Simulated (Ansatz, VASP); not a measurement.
One calculation of AlN, two programs

Contents of POSCAR:

```
AlN
1.0
    0.0000000000      2.1839935596      2.1839935596
    2.1839935596      0.0000000000      2.1839935596
    2.1839935596      2.1839935596      0.0000000000
Al N
1 1
Direct
   -0.0607064617      0.0000000000      0.0000000000
    0.7500000000      0.7500000000      0.7500000000
```

INCAR.step1

```
  PREC = Accurate
  ENCUT = 520
  ISMEAR = 0
  SIGMA = 0.05
  LREAL = False
  LASPH = True
  NELM = 60
  NBANDS = 11
  GGA = PE
  ALGO = Normal
  EDIFF = 1E-4
  LWAVE = True
  LCHARG = False
```

INCAR.step2

```
  PREC = Accurate
  ENCUT = 520
  EDIFF = 1E-6
  ISMEAR = 0
  SIGMA = 0.05
  LREAL = False
  LASPH = True
  NELM = 60
  ALGO = Normal
  ISIF = 2
  LWAVE = False
  LCHARG = True
  METAGGA = R2SCAN
  LMIXTAU = True
  LELF = True
  LVHAR = True
  NBANDS = 11
  ISTART = 1
```

KPOINTS

```
Automatic mesh
0
Gamma
  10 10 10
```

Input for Ansatz:

```yaml
crystal:
  lattice:
    - [0.0, 2.1839935596, 2.1839935596]
    - [2.1839935596, 0.0, 2.1839935596]
    - [2.1839935596, 2.1839935596, 0.0]
  atoms:
    - { symbol: Al, position: [-0.0607064617, 0.0, 0.0] }
    - { symbol: "N", position: [0.75, 0.75, 0.75] }
basis:
  ecutwfc: 500
kpoints:
  mp_grid: { grid: [10, 10, 10] }
hamiltonian:
  xc: r2scan
scf:
  occupations: { method: gaussian, width: 0.05 }
output:
  forces: true
  stress: true
  eigenvalues: true
```

Change from the starting cell: all Al atoms moved +0.188 Å, as atom 1 towards its neighbour atom 1 (Al) at 3.089 Å.

Alike in both runs: task single point; functional r2SCAN; k mesh 10 × 10 × 10; occupations gaussian, width 0.05 eV; no spin polarisation.

|  | VASP | Ansatz |
| --- | --- | --- |
| version | VASP 6.6.1 | Ansatz 0.2.0 |
| potentials or method | VASP PAW PBE potentials, release 64 (Al, N), cutoff 520 eV | scalar-relativistic, plane waves, PAW |
| valence electrons in the cell | 8 | 8 |

VASP gave:

| Quantity | Value |
| --- | --- |
| gap on the k mesh at the Fermi level (eV) | 3.43 |
| least direct gap on the mesh (eV) | 4.34 |
| pressure (GPa) | 4.5 |
| traceless stress, the component that is largest in VASP (GPa) | 10.06 |
| rms of the force components (eV/Å) | 1.858 |

Problem. Which values does Ansatz return?

Solution. gap on the k mesh at the Fermi level (eV): 3.44; least direct gap on the mesh (eV): 4.30; pressure (GPa): 4.8; traceless stress, the component that is largest in VASP (GPa): 9.82; rms of the force components (eV/Å): 1.832.

VASP's potentials were made for PBE, not for r2SCAN. Atom by atom the forces differ by 0.026 eV/Å (rms over components).
